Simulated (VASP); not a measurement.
# Sc5Mo (P4/mmm) in VASP: notebook, part 2 of 2

VASP 6.6.1. The steps go on from the part before.

**3. Single point, PBE**

This run uses another cell than the first one, of 36.66 Å³/atom.

INCAR reads:

```
PREC = Accurate
ENCUT = 520
EDIFF = 1E-7
ISMEAR = 0
SIGMA = 0.1
LREAL = F
LASPH = T
NELM = 60
ALGO = Fast
ISIF = 2
LWAVE = F
LCHARG = T
GGA = PE
LELF = T
LVHAR = T
NBANDS = 44
```

KPOINTS reads:

```
regular mesh
0
Gamma
  4 4 4
```

POSCAR reads:

```
Sc5Mo
1.0
    6.7267938711      0.0000000000      0.0000000000
    0.0000000000      6.7267938711      0.0000000000
    0.0000000000      0.0000000000      4.8615709526
Sc Mo
5 1
Direct
    0.7371001118      0.7371001118      0.0000000000
    0.2628998882      0.2628998882      0.0000000000
    0.2628998882      0.7371001118      0.0000000000
    0.7371001118      0.2628998882      0.0000000000
    0.0000000000      0.0000000000      0.5000000000
    0.0000000000      0.0000000000      0.0000000000
```

Potentials or basis: VASP PAW PBE potentials, release 64 (Sc_sv, Mo_sv).

The run is started by

```sh
> cat potpaw_PBE.64/Sc_sv/POTCAR potpaw_PBE.64/Mo_sv/POTCAR > POTCAR
> mpirun -np 1 vasp_std > vasp.out
```

OUTCAR:

```text
PREC = Accurate
   ENCUT = 520
   EDIFF = 1E-7
   ISMEAR = 0
   LREAL = F
   LASPH = T
   NELM = 60
   ISIF = 2
   GGA = PE

 ion  position               nearest neighbor table
   1  0.737  0.737  0.000-   6 2.50   4 3.19   3 3.19
   2  0.263  0.263  0.000-   6 2.50   4 3.19   3 3.19
   3  0.263  0.737  0.000-   6 2.50   2 3.19   1 3.19
   4  0.737  0.263  0.000-   6 2.50   2 3.19   1 3.19
   5  0.000  0.000  0.500-   6 2.43   6 2.43
   6  0.000  0.000  0.000-   5 2.43   5 2.43   3 2.50   4 2.50   1 2.50   2 2.50

  LATTYP: Found a simple tetragonal cell.
 ALAT       =     6.7267938711
 C/A-ratio  =     0.7227173964

  Lattice vectors:

 A1 = (   6.7267938711,   0.0000000000,   0.0000000000)
 A2 = (   0.0000000000,   6.7267938711,   0.0000000000)
 A3 = (   0.0000000000,   0.0000000000,   4.8615709526)

Analysis of symmetry for initial positions (statically):
=====================================================================
 Subroutine PRICEL returns:
 Original cell was already a primitive cell.

 Routine SETGRP: Setting up the symmetry group for a
 simple tetragonal supercell.

 Subroutine GETGRP returns: Found 16 space group operations
 (whereof 16 operations were pure point group operations)
 out of a pool of 16 trial point group operations.

The static configuration has the point symmetry D_4h.

Analysis of symmetry for dynamics (positions and initial velocities):
=====================================================================
 Subroutine PRICEL returns:
 Original cell was already a primitive cell.

 Routine SETGRP: Setting up the symmetry group for a
 simple tetragonal supercell.

 Subroutine GETGRP returns: Found 16 space group operations
 (whereof 16 operations were pure point group operations)
 out of a pool of 16 trial point group operations.

The dynamic configuration has the point symmetry D_4h.

 Subroutine INISYM returns: Found 16 space group operations
 (whereof 16 operations are pure point group operations),
 and found     1 'primitive' translations

----------------------------------------------------------------------------------------

                                     Primitive cell

  volume of cell :     219.9849

  direct lattice vectors                    reciprocal lattice vectors
     6.726793871  0.000000000  0.000000000     0.148659230  0.000000000  0.000000000
     0.000000000  6.726793871  0.000000000     0.000000000  0.148659230  0.000000000
     0.000000000  0.000000000  4.861570953     0.000000000  0.000000000  0.205694828

  length of vectors
     6.726793871  6.726793871  4.861570953     0.148659230  0.148659230  0.205694828

  position of ions in fractional coordinates (direct lattice)
     0.737100112  0.737100112  0.000000000
     0.262899888  0.262899888  0.000000000
     0.262899888  0.737100112  0.000000000
     0.737100112  0.262899888  0.000000000
     0.000000000  0.000000000  0.500000000
     0.000000000  0.000000000  0.000000000

  ion indices of the primitive-cell ions
   primitive index   ion index
                 1           1
                 2           2
                 3           3
                 4           4
                 5           5
                 6           6

----------------------------------------------------------------------------------------

[... 28 lines left out ...]
  0.500000  0.000000  0.000000      2.000000
  0.250000  0.250000  0.000000      4.000000
  0.500000  0.250000  0.000000      4.000000
  0.500000  0.500000  0.000000      1.000000
[... 10 lines left out ...]
  0.500000  0.250000  0.500000      4.000000
  0.500000  0.500000  0.500000      1.000000
   k-points           NKPTS =     18   k-points in BZ     NKDIM =     18   number of bands    NBANDS=     44
   number of dos      NEDOS =    301   number of ions     NIONS =      6
   total plane-waves  NPLWV =  90000
   dimension x,y,z NGX =    50 NGY =   50 NGZ =   36
   dimension x,y,z NGXF=   100 NGYF=  100 NGZF=   72
   ions per type =               5   1
   NGX,Y,Z   is equivalent  to a cutoff of  12.36, 12.36, 12.31 a.u.
   NGXF,Y,Z  is equivalent  to a cutoff of  24.71, 24.71, 24.62 a.u.
 SYSTEM =  unknown system
   PREC   = accura    normal or accurate (medium, high low for compatibility)
   ISTART =      0    job   : 0-new  1-cont  2-samecut
   ICHARG =      2    charge: 1-file 2-atom 10-const
   ISPIN  =      1    spin polarized calculation?
   LNONCOLLINEAR =      F non collinear calculations
   LSORBIT =      F    spin-orbit coupling
   LASPH  =      T    aspherical Exc in radial PAW
   ENCUT  =  520.0 eV  38.22 Ry    6.18 a.u.  12.51 12.51  9.04*2*pi/ulx,y,z
   NELM   =     60;   NELMIN=  2; NELMDL= -5     # of ELM steps
   EDIFF  = 0.1E-06   stopping-criterion for ELM
   LREAL  =      F    real-space projection
   EDIFFG = 0.1E-05   stopping-criterion for IOM
   NSW    =      0    number of steps for IOM
   IBRION =     -1    ionic relax: 0-MD 1-quasi-New 2-CG
   NFREE  =      0    steps in history (QN), initial steepest desc. (CG)
   ISIF   =      2    stress and relaxation
   ISYM   =      2    0-nonsym 1-usesym 2-fastsym
   POTIM  = 0.5000    time-step for ionic-motion
   TEBEG  =    0.0;   TEEND  =   0.0 temperature during run
   PSTRESS=    0.0 pullay stress
   NELECT =      69.0000    total number of electrons
   NUPDOWN=      -1.0000    fix difference up-down
   EMIN   =  10.00;   EMAX   =-10.00  energy-range for DOS
   EFERMI =   0.00;   METHOD = LEGACY
   ISMEAR =     0;   SIGMA  =   0.10  broadening in eV -4-tet -1-fermi 0-gaus
   EFERMI_NEDOS =   21; number of points for ismear=-14 and -15
   IALGO  =     68    algorithm
   IMIX   =      4    mixing-type and parameters
     AMIX     =   0.40;   BMIX     =  1.00
     AMIX_MAG =   1.60;   BMIX_MAG =  1.00
  volume/ion in A,a.u.               =      36.66       247.42
  Fermi-wavevector in a.u.,A,eV,Ry     =   1.112313  2.101966 16.833667  1.237240
  Thomas-Fermi vector in A             =   2.248886
   LORBIT       =      0    0 simple, 1 ext, 2 COOP (PROOUT), +10 PAW based schemes
   GGA     = PE    functional components
   LHFCALC =     F    Hartree Fock is set to
   AEXX    =    0.0000 exact exchange contribution
   IVDW    =     0    specifies the selected vdW correction
   LEPSILON=     F    determine dielectric tensor
   LRPA    =     F    only Hartree local field effects (RPA)
 non-spin polarized calculation
 RMM-DIIS sequential band-by-band and
 Gauss-broadening in eV      SIGMA  =   0.10
  energy-cutoff  :      520.00
  volume of cell :      219.98
 maximum number of plane-waves:      5948
   NGX = 25   NGY = 25   NGZ = 19

 number of electron      69.0000006 magnetization

 Free energy of the ion-electron system (eV)
  ---------------------------------------------------
  ext. energy  EPLUGINS =         0.00000000
  ---------------------------------------------------
  free energy    TOTEN  =       -35.58488078 eV

  energy without entropy =      -35.54777203  energy(sigma->0) =      -35.56632640

 E-fermi :   1.8339     XC(G=0):  -8.0745

 val. band max:        1.8093757848   @ k =   0.5000   0.0000   0.2500
 cond. band min:       1.8444312558   @ k =   0.2500   0.2500   0.0000
 fundamental gap:      0.0350554710
 Fermi energy:         1.8339412108

 k-point     1 :       0.0000    0.0000    0.0000
  band No.  band energies     occupation
      1     -57.7808      2.00000
      2     -48.3080      2.00000
      3     -48.2975      2.00000
      4     -48.2975      2.00000
      5     -48.2793      2.00000
      6     -47.5366      2.00000
[... 835 lines left out ...]
     43       2.9267      0.00000
     44       2.9419      0.00000

------------------------ aborting loop because EDIFF is reached ----------------------------------------

  FORCE on cell =-STRESS in cart. coord.  units (eV):
  Direction    XX          YY          ZZ          XY          YZ          ZX
  --------------------------------------------------------------------------------------
  -------------------------------------------------------------------------------------
  Total        0.1263470      0.1263470      0.1923505      0.0000000      0.0000000      0.0000000
  in kB        0.9202007      0.9202007      1.4009123      0.0000000      0.0000000      0.0000000
  external PRESSURE =       1.0804379 kB  Pullay stress =       0.0000000 kB

 VOLUME and BASIS-vectors are now :
 -----------------------------------------------------------------------------
  energy-cutoff  :      520.00
  volume of cell :      219.98
      direct lattice vectors                 reciprocal lattice vectors
     6.726793871  0.000000000  0.000000000     0.148659230  0.000000000  0.000000000
     0.000000000  6.726793871  0.000000000     0.000000000  0.148659230  0.000000000
     0.000000000  0.000000000  4.861570953     0.000000000  0.000000000  0.205694828

 POSITION                                       TOTAL-FORCE (eV/Angst)
 -----------------------------------------------------------------------------------
      4.95832      4.95832      0.00000        -0.015978     -0.015978     -0.000000
      1.76847      1.76847      0.00000         0.015978      0.015978      0.000000
      1.76847      4.95832      0.00000         0.015978     -0.015978      0.000000
      4.95832      1.76847      0.00000        -0.015978      0.015978     -0.000000
      0.00000      0.00000      2.43079         0.000000      0.000000     -0.000000
      0.00000      0.00000      0.00000         0.000000      0.000000     -0.000000
 -----------------------------------------------------------------------------------
    total drift:                                0.000000      0.000000      0.000000

  FREE ENERGIE OF THE ION-ELECTRON SYSTEM (eV)
  ---------------------------------------------------
  free  energy   TOTEN  =       -35.5848807759 eV

  energy  without entropy=      -35.5477720274  energy(sigma->0) =      -35.56632640
```

Run time: 7.8 min. Hardware: 1 thread of Intel Xeon Platinum 8259CL at 2.50GHz (Skylake/Cascade Lake), shared host; peak memory 0.37 GiB.

Results:

| Item | Value |
| --- | --- |
| Free energy | -35.5849 eV |
| Pressure | 0.1 GPa |
| Largest force | 0.023 eV/Å |
| Band gap on the k mesh | zero (an odd number of electrons rules out a gap without spin polarisation) |

Forces on the atoms (eV/Å):
```
Sc  -0.016 -0.016  0.000
Sc   0.016  0.016  0.000
Sc   0.016 -0.016  0.000
Sc  -0.016  0.016  0.000
Sc   0.000  0.000  0.000
Mo   0.000  0.000  0.000
```

Levels at points of the mesh, in eV from the Fermi level:
| k point | band 32 | band 33 | band 34 | band 35 | band 36 | band 37 |
| --- | --- | --- | --- | --- | --- | --- |
| (0.00, 0.00, 0.00) | -1.06 | -0.75 | -0.23 | -0.15 | 0.06 | 0.17 |
| (0.50, 0.00, 0.00) | -0.46 | -0.36 | -0.16 | 0.07 | 0.17 | 0.18 |
| (0.50, 0.50, 0.00) | -1.77 | -0.66 | 0.37 | 0.38 | 0.52 | 0.52 |
| (0.00, 0.00, 0.50) | -0.79 | -0.67 | -0.43 | -0.41 | 0.27 | 0.53 |
| (0.50, 0.00, 0.50) | -0.48 | -0.21 | -0.19 | -0.11 | -0.07 | 0.23 |
| (0.50, 0.50, 0.50) | -1.12 | -0.22 | 0.04 | 0.22 | 0.26 | 0.26 |

**4. Single point, PBE**

This run uses another cell than the first one, of 37.32 Å³/atom.

INCAR reads:

```
ALGO = Fast
EDIFF = 1E-6
ENCUT = 520
GGA = PE
ISIF = 2
ISMEAR = 0
LASPH = True
LCHARG = True
LELF = True
LREAL = False
LVHAR = True
LWAVE = False
NBANDS = 44
NELM = 100
PREC = Accurate
SIGMA = 0.1
```

KPOINTS reads:

```
k-points
0
Gamma
  6 6 8
```

POSCAR reads:

```
Sc5Mo
1.0
    6.6632565901      0.0000000000      0.0000000000
    0.0000000000      6.6632565901      0.0000000000
    0.0000000000      0.0000000000      5.0437106992
Sc Mo
5 1
Direct
    0.7381706106      0.7381706106      0.0000000000
    0.2618293894      0.2618293894      0.0000000000
    0.2618293894      0.7381706106      0.0000000000
    0.7381706106      0.2618293894      0.0000000000
    0.0000000000      0.0000000000      0.5000000000
    0.0000000000      0.0000000000      0.0000000000
```

The run is started by

```sh
> cat potpaw_PBE.64/Sc_sv/POTCAR potpaw_PBE.64/Mo_sv/POTCAR > POTCAR
> mpirun -np 1 vasp_std > vasp.out
```

Run time: 22 min. Hardware: 1 thread of Intel Xeon Platinum 8259CL at 2.50GHz (Skylake/Cascade Lake), shared host; peak memory 0.56 GiB.

It converged, with:

```yaml
Free_energy: -35.5559 eV
Pressure: 0.1 GPa
Largest_force: 0.055 eV/Å
Band_gap_on_the_k_mesh: zero (an odd number of electrons rules out a gap without spin polarisation)
```

Forces in eV/Å, atoms in the order of the input:
```
Sc  -0.039 -0.039  0.000
Sc   0.039  0.039  0.000
Sc   0.039 -0.039  0.000
Sc  -0.039  0.039  0.000
Sc   0.000  0.000  0.000
Mo   0.000  0.000  0.000
```

Stress tensor (GPa, compression positive):
```
0.17 0.00 0.00
0.00 0.17 0.00
0.00 0.00 0.09
```

Levels at points of the mesh, in eV from the Fermi level:
```tsv
k point	band 30	band 31	band 32	band 33	band 34	band 35	band 36	band 37	band 38	band 39
(0.00, 0.00, 0.00)	-1.17	-0.98	-0.98	-0.75	-0.20	0.04	0.07	0.11	0.42	0.60
(0.50, 0.00, 0.00)	-1.79	-1.39	-0.44	-0.31	-0.05	0.13	0.20	0.22	0.36	0.44
(0.50, 0.50, 0.00)	-1.80	-1.80	-1.48	-0.60	0.41	0.45	0.56	0.56	0.63	0.68
(0.00, 0.00, 0.50)	-1.08	-0.78	-0.78	-0.73	-0.39	-0.39	0.04	0.60	0.72	0.83
(0.50, 0.00, 0.50)	-1.45	-1.28	-0.43	-0.24	-0.23	-0.10	-0.04	0.17	0.25	0.72
(0.50, 0.50, 0.50)	-1.21	-1.19	-1.19	-0.16	-0.02	0.04	0.31	0.31	0.41	0.41
```

**5. Summary**

```csv
cell,k mesh,further INCAR settings,gap on the mesh (eV),pressure (GPa),largest force (eV/Å)
"a = 5.866, b = 5.866, c = 3.820 Å, 6 atoms, atomic positions A",4 × 4 × 4,ALGO = Fast; EDIFF = 1e-06; NBANDS = 44,none,71.0,15.00
"a = 6.727, b = 6.727, c = 4.862 Å, 6 atoms, atomic positions B",4 × 4 × 4,ALGO = Fast; EDIFF = 1e-07; NBANDS = 44,none,0.1,0.02
"a = 6.663, b = 6.663, c = 5.044 Å, 6 atoms, atomic positions B",6 × 6 × 8,ALGO = Fast; EDIFF = 1e-06; NBANDS = 44,none,0.1,0.06
```

Alike in all rows: task single point; level PBE; potentials or basis VASP PAW PBE potentials, release 64 (Sc_sv, Mo_sv); no spin polarisation; cutoff (eV) 520; smearing gaussian 0.1 eV.

Caveats: some runs use coarse meshes; atoms lie so close that the PAW spheres overlap strongly, which falsifies energies and pressures (at least some runs); forces of over 1 eV/Å act on the atoms, so gaps and moduli don't describe the material at rest (at least some runs).

Absolute energies hang on the potentials; compare differences alone.
